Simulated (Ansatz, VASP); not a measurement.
## Two plane-wave programs on In4P5

INCAR

```
SYSTEM = In4P5
ALGO = Normal ; DIPOL = 0.5 0.5 0.500
EDIFF = 1E-6 ; ENCUT = 520
GGA = PE ; IDIPOL = 3
ISIF = 2 ; ISMEAR = 0
LASPH = .TRUE. ; LCHARG = .TRUE.
LDIPOL = .TRUE. ; LELF = .TRUE.
LREAL = .FALSE. ; LVACPOTAV = .TRUE.
LVHAR = .TRUE. ; LWAVE = .FALSE.
NBANDS = 48 ; NELM = 100
PREC = Accurate ; SIGMA = 0.1
```

File KPOINTS:

```
k-points
0
G
  9 9 1
  0 0 0
```

The input POSCAR:

```
In4P5
1.0
    3.9175984294      0.0000000000      0.0000000000
   -1.9587992147      3.3927397617      0.0000000000
    0.0000000000      0.0000000000     27.7948228922
P In
5 4
Direct
    0.3333333333      0.6666666667      0.2698344231
    0.0000000000      0.0000000000      0.3849172115
    0.6666666667      0.3333333333      0.5000000000
    0.3333333333      0.6666666667      0.6150827885
    0.0000000000      0.0000000000      0.7301655769
    0.6666666667      0.3333333333      0.3273758173
    0.3333333333      0.6666666667      0.4424586058
    0.0000000000      0.0000000000      0.5575413942
    0.6666666667      0.3333333333      0.6726241827
```

Input for Ansatz:

```yaml
crystal:
  lattice:
    - [3.9175984294, 0.0, 0.0]
    - [-1.9587992147, 3.3927397617, 0.0]
    - [0.0, 0.0, 27.7948228922]
  atoms:
    - { symbol: P, position: [0.3333333333, 0.6666666667, 0.2698344231] }
    - { symbol: In, position: [0.6666666667, 0.3333333333, 0.3273758173] }
    - { symbol: P, position: [0.0, 0.0, 0.3849172115] }
    - { symbol: In, position: [0.3333333333, 0.6666666667, 0.4424586058] }
    - { symbol: P, position: [0.6666666667, 0.3333333333, 0.5] }
    - { symbol: In, position: [0.0, 0.0, 0.5575413942] }
    - { symbol: P, position: [0.3333333333, 0.6666666667, 0.6150827885] }
    - { symbol: In, position: [0.6666666667, 0.3333333333, 0.6726241827] }
    - { symbol: P, position: [0.0, 0.0, 0.7301655769] }
basis:
  ecutwfc: 420
kpoints:
  mp_grid: { grid: [9, 9, 1] }
hamiltonian:
  xc: pbe
scf:
  occupations: { method: gaussian, width: 0.1 }
output:
  forces: true
  stress: true
  eigenvalues: true
  write_density: true
  write_potential: true
  elf: true
  volumetric_format: npy
efield:
  axis: 3
  dipole_correction: true
  ramp_width: 0.04
```

Alike in both runs: task single point; functional PBE; k mesh 9 × 9 × 1; occupations gaussian, width 0.1 eV; no spin polarisation.

```csv
,VASP,Ansatz
version,VASP 6.6.1,Ansatz 0.2.0
potentials or method,"VASP PAW PBE potentials, release 64 (P, In_d), cutoff 520 eV","scalar-relativistic, plane waves, PAW"
valence electrons in the cell,77,77
```

```tsv
	VASP	Ansatz	Ansatz less VASP
gap on the k mesh at the Fermi level (eV)	none	none	-
rms of the force components (eV/Å)	0.281	0.281	-0.0003
work function, face that differs most (eV)	5.84	5.85	+0.006
```

A gap of «none» marks a metal or a gap that the smearing closes. Ansatz's warnings: xc potential rough in thin density.
